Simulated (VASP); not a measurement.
# Ni: single point with LDA

The system is Ni.

```
Ni
1.0
     2.44802    0.00000    0.00000
    -1.22401    2.12005    0.00000
     0.00000    0.00000    4.07281
Ni
2
Direct
  0.66667 0.33333 0.75000
  0.33333 0.66667 0.25000
```

| Item | Value |
| --- | --- |
| Program | VASP 6.6.1 |
| Task | single point |
| Functional | LDA |
| Potentials or basis | VASP PAW LDA potentials, release 64 (Ni) |
| Cutoff | 520 eV |
| k mesh | 12 × 12 × 7 |
| Occupations | gaussian, width 0.1 eV |
| Spin | collinear spin, ferromagnetic start |
| Starting moments | [1.0, 1.0] μB |
| Dipole correction | no |
| Further INCAR settings | ALGO = Fast; EDIFF = 1e-06; NBANDS = 21 |

```json
{"Pressure": "-11.0 GPa", "Net moment": "1.17 μB per cell", "Site moments": "Ni +0.59 μB", "Valence electrons inside the program's atomic spheres": "Ni 9.37"}
```

Stress tensor (GPa, compression positive):
```
 -9.95   0.00   0.00
  0.00  -9.95   0.00
  0.00   0.00 -13.11
```

Levels at points of the mesh, in eV from the Fermi level:
Spin up:
```csv
k point,band 7,band 8,band 9,band 10,band 11,band 12,band 13,band 14,band 15,band 16
"(0.00, 0.00, 0.00)",-2.07,-1.56,-1.56,-0.62,-0.62,-0.52,5.65,23.15,25.21,25.21
"(0.50, 0.00, 0.00)",-2.05,-0.48,-0.45,-0.37,1.30,3.24,9.44,9.96,12.64,13.54
```
Spin down:
| k point | band 6 | band 7 | band 8 | band 9 | band 10 | band 11 | band 12 | band 13 | band 14 | band 15 |
| --- | --- | --- | --- | --- | --- | --- | --- | --- | --- | --- |
| (0.00, 0.00, 0.00) | -1.49 | -1.49 | -0.99 | -0.99 | -0.48 | -0.01 | -0.01 | 6.02 | 23.14 | 25.33 |
| (0.50, 0.00, 0.00) | -1.80 | -1.50 | 0.16 | 0.16 | 0.28 | 1.72 | 3.58 | 9.60 | 10.11 | 12.86 |

It took 38 s on 1 thread of Intel(R) Xeon(R) Platinum 8375C CPU @ 2.90GHz (Ice Lake), on a shared host, peak memory 0.16 GiB.
